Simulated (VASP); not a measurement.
A run of VASP 6.6.1 is set up as follows.

File POSCAR:

```
BN
1.0
    0.0000000000      3.3465304924      2.1985375917
    1.2713490116      0.0000000000      2.1985375917
    1.2713490116      3.3465304924      0.0000000000
B N
1 1
Direct
    0.0001138439      0.0001138439      0.9998861561
    0.6665861461      0.6665861461      0.3334138539
```

INCAR.step1

```
  ALGO = Normal
  EDIFF = 1E-4
  ENCUT = 520
  GGA = PE
  ISMEAR = 0
  LASPH = T
  LCHARG = F
  LREAL = F
  LWAVE = T
  NBANDS = 11
  NELM = 60
  PREC = Accurate
  SIGMA = 0.01
```

The input INCAR.step2:

```
  ALGO = Normal
  EDIFF = 1E-6
  ENCUT = 520
  ISIF = 2
  ISMEAR = 0
  ISTART = 1
  LASPH = T
  LCHARG = T
  LELF = T
  LMIXTAU = T
  LREAL = F
  LVHAR = T
  LWAVE = F
  METAGGA = R2SCAN
  NBANDS = 11
  NELM = 60
  PREC = Accurate
  SIGMA = 0.01
```

Contents of KPOINTS:

```
k-points
0
Gamma
  12 12 12
```

Potentials or basis: VASP PAW PBE potentials, release 64 (B, N).

Launch:

```console
$ cat potpaw_PBE.64/B/POTCAR potpaw_PBE.64/N/POTCAR > POTCAR
$ cp INCAR.step1 INCAR
$ mpirun -np 1 vasp_std > vasp.out
$ cp INCAR.step2 INCAR
$ mpirun -np 1 vasp_std > vasp.out
```

(1) What does it give for the band gap on the k mesh?

(2) Predict the pressure.

## Answers

(1) 4.06 eV (least direct gap 5.09 eV).

(2) -10.3 GPa.

Caveat: the cell differs from its parent crystal (strain +1.6%); the stress differs along the axes, from -16 to 1 GPa; the PAW data sets were made with another functional, which shifts forces and pressure a little.
